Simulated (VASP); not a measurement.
Write the native input for VASP 6.6.1 that does the following.

| Property | Result |
| --- | --- |
| Task | single point |
| Functional | PBEsol |
| Potentials or basis | VASP PAW PBE potentials, release 64 (Sb) |
| Cutoff | 520 eV |
| k mesh | 16 × 16 × 16 |
| Occupations | fermi-dirac, width 0.05 eV |
| Spin | no spin polarisation |
| Dipole correction | no |
| Further INCAR settings | ALGO = Normal; EDIFF = 1e-06; NBANDS = 8 |

The structure of Sb lies in POSCAR:

```
Sb
1.0
   -1.8648078796      1.8648078796      1.8648078796
    1.8648078796     -1.8648078796      1.8648078796
    1.8648078796      1.8648078796     -1.8648078796
Sb
1
Direct
    0.0000000000      0.0000000000      0.0000000000
```

These files were run (other wordings do the same):

INCAR

```
ALGO = Normal
EDIFF = 1E-6
ENCUT = 520
GGA = PS
ISIF = 2
ISMEAR = -1
LASPH = True
LCHARG = False
LREAL = False
LWAVE = False
NBANDS = 8
NELM = 60
PREC = Accurate
SIGMA = 0.05
```

KPOINTS

```
k-points
0
Gamma
  16 16 16
```

Potentials or basis: VASP PAW PBE potentials, release 64 (Sb).

Command:

```console
$ cat potpaw_PBE.64/Sb/POTCAR > POTCAR
$ mpirun -np 1 vasp_std > vasp.out
```

It gave:

The pressure is 0.0 GPa.

Caveat: the PAW data sets were made with another functional, which shifts forces and pressure a little.

Wall time 8.7 s on 1 thread of Intel(R) Xeon(R) Platinum 8488C (Sapphire Rapids), with other jobs on the host, peak memory 0.15 GiB.
